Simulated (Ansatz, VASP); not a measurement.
This is a calculation of MnS for VASP 6.6.1.

The input INCAR:

```
ALGO     = Normal         # electronic algorithm
EDIFF    = 1E-7           # SCF threshold, eV
ENCUT    = 520            # plane-wave cutoff, eV
GGA      = PE             # functional
ISIF     = 2              # what is computed and relaxed
ISMEAR   = -1             # smearing method
ISPIN    = 2              # spin polarisation
LASPH    = T              # aspherical terms in the spheres
LCHARG   = F              # write CHGCAR
LMAXMIX  = 4              # l up to which the mixer works
LORBIT   = 11             # projections on sites
LREAL    = F              # projectors in reciprocal space
LWAVE    = F              # write WAVECAR
MAGMOM   = 4 0            # initial moments
NBANDS   = 20             # bands
NELM     = 150            # most SCF steps
NUPDOWN  = 4.0            # fixed moment
PREC     = Accurate       # precision mode
SIGMA    = 0.05           # smearing width, eV
```

KPOINTS

```
k-points
0
Gamma
  7 7 7
```

POSCAR

```
MnS
1.0
    0.0000000000      2.6045000000      2.6045000000
    2.6045000000      0.0000000000      2.6045000000
    2.6045000000      2.6045000000      0.0000000000
Mn S
1 1
Direct
    0.0000000000      0.0000000000      0.0000000000
    0.5000000000      0.5000000000      0.5000000000
```

Potentials or basis: VASP PAW PBE potentials, release 64 (Mn_pv, S).

Command:

```console
$ cat potpaw_PBE.64/Mn_pv/POTCAR potpaw_PBE.64/S/POTCAR > POTCAR
$ mpirun -np 1 vasp_std > vasp.out
```

Task: Set up the same calculation for Ansatz 0.2.0. Potentials there: Ansatz PAW.

Result: As run (the cutoff follows the program's own potentials):

File input.yaml:

```yaml
crystal:
  lattice:
    - [0.0, 2.6045, 2.6045]
    - [2.6045, 0.0, 2.6045]
    - [2.6045, 2.6045, 0.0]
  atoms:
    - { symbol: Mn, position: [0.0, 0.0, 0.0], spin: 4.0 }
    - { symbol: S, position: [0.5, 0.5, 0.5] }
hamiltonian:
  xc: pbe
  pseudopotentials: { kind: paw }
magnetization:
  spin_polarized: true
  initial_magnetization: 4.0
  spin_locking: { lock_magnetization: hard }
kpoints:
  mp_grid: { grid: [7, 7, 7] }
scf:
  occupations: { method: fermi_dirac, width: 0.05 }
  lower_state_search: "off"
output:
  forces: true
  stress: true
  eigenvalues: true
```

Potentials or basis: Ansatz PAW.

The run is started by

```bash
$ ansatz run input.yaml --threads 2 --pin off --max-ram 5632MiB --backend cpu --events-out ev --progress --plain --runs-dir out
```

Both were run:

|  | VASP | Ansatz | Ansatz less VASP |
| --- | --- | --- | --- |
| pressure (GPa) | -9.8 | -9.8 | -0.02 |
| net moment per atom (μB) | 2.00 | 2.00 | 0.000 |
| size of the moment on the site where the two differ most (μB) | 3.81 | 3.76 | -0.043 |

Site moments also hang on the region over which each program counts them. VASP's potentials hold 19 valence electrons a cell and Ansatz's 21, so a difference there can come from the potentials and not from the codes.
